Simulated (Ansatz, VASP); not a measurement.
# Al3GaN4: VASP beside Ansatz

Contents of POSCAR:

```
Al3GaN4
1.0
    4.4012372935      0.0000000000      0.0000000000
    0.0000000000      4.4012372935      0.0000000000
    0.0000000000      0.0000000000      4.4012372935
Al Ga N
3 1 4
Direct
    0.5000000000      0.5000000000      0.0000000000
    0.5000000000      0.0000000000      0.5000000000
    0.0000000000      0.5000000000      0.5000000000
   -0.0131179082     -0.0131179082     -0.0131179082
    0.7444581597      0.7444581597      0.2555418403
    0.7444581597      0.2555418403      0.7444581597
    0.2555418403      0.7444581597      0.7444581597
    0.2555418403      0.2555418403      0.2555418403
```

Contents of INCAR.step1:

```
SYSTEM = Al3GaN4
ALGO = Normal
EDIFF = 1E-4
ENCUT = 520
GGA = PE
ISMEAR = 0
LASPH = .True.
LCHARG = .False.
LREAL = .False.
LWAVE = .True.
NBANDS = 31
NELM = 80
PREC = Accurate
SIGMA = 0.05
```

INCAR.step2

```
SYSTEM = Al3GaN4
ALGO = Normal
EDIFF = 1E-6
ENCUT = 520
ISIF = 2
ISMEAR = 0
ISTART = 1
LASPH = .True.
LCHARG = .True.
LELF = .True.
LMIXTAU = .True.
LREAL = .False.
LVHAR = .True.
LWAVE = .False.
METAGGA = R2SCAN
NBANDS = 31
NELM = 80
PREC = Accurate
SIGMA = 0.05
```

The input KPOINTS:

```
k-points
0
Gamma
  6 6 6
  0 0 0
```

Input for Ansatz:

```yaml
crystal:
  lattice:
    - [4.4012372935, 0.0, 0.0]
    - [0.0, 4.4012372935, 0.0]
    - [0.0, 0.0, 4.4012372935]
  atoms:
    - { symbol: Al, position: [0.5, 0.5, 0.0] }
    - { symbol: Al, position: [0.5, 0.0, 0.5] }
    - { symbol: Al, position: [0.0, 0.5, 0.5] }
    - { symbol: Ga, position: [-0.0131179082, -0.0131179082, -0.0131179082] }
    - { symbol: "N", position: [0.7444581597, 0.7444581597, 0.2555418403] }
    - { symbol: "N", position: [0.7444581597, 0.2555418403, 0.7444581597] }
    - { symbol: "N", position: [0.2555418403, 0.7444581597, 0.7444581597] }
    - { symbol: "N", position: [0.2555418403, 0.2555418403, 0.2555418403] }
basis:
  ecutwfc: 500
kpoints:
  mp_grid: { grid: [6, 6, 6] }
hamiltonian:
  xc: r2scan
scf:
  occupations: { method: gaussian, width: 0.05 }
output:
  forces: true
  stress: true
  eigenvalues: true
```

Change from the starting cell: all Ga atoms moved -0.100 Å, as atom 4 along Cartesian [1 1 1].

Alike in both runs: task single point; functional r2SCAN; k mesh 6 × 6 × 6; occupations gaussian, width 0.05 eV; no spin polarisation.

|  | VASP | Ansatz |
| --- | --- | --- |
| version | VASP 6.6.1 | Ansatz 0.2.0 |
| potentials or method | VASP PAW PBE potentials, release 64 (Al, Ga_d, N), cutoff 520 eV | scalar-relativistic, plane waves, PAW |
| valence electrons in the cell | 42 | 42 |

```tsv
	VASP	Ansatz	Ansatz less VASP
gap on the k mesh at the Fermi level (eV)	3.48	3.49	+0.005
least direct gap on the mesh (eV)	3.48	3.49	+0.005
pressure (GPa)	0.3	0.3	+0.01
traceless stress, the component that is largest in VASP (GPa)	-0.79	-0.75	+0.044
rms of the force components (eV/Å)	0.404	0.396	-0.0079
```

VASP's potentials were made for PBE, not for r2SCAN. Atom by atom the forces differ by 0.032 eV/Å (rms over components).
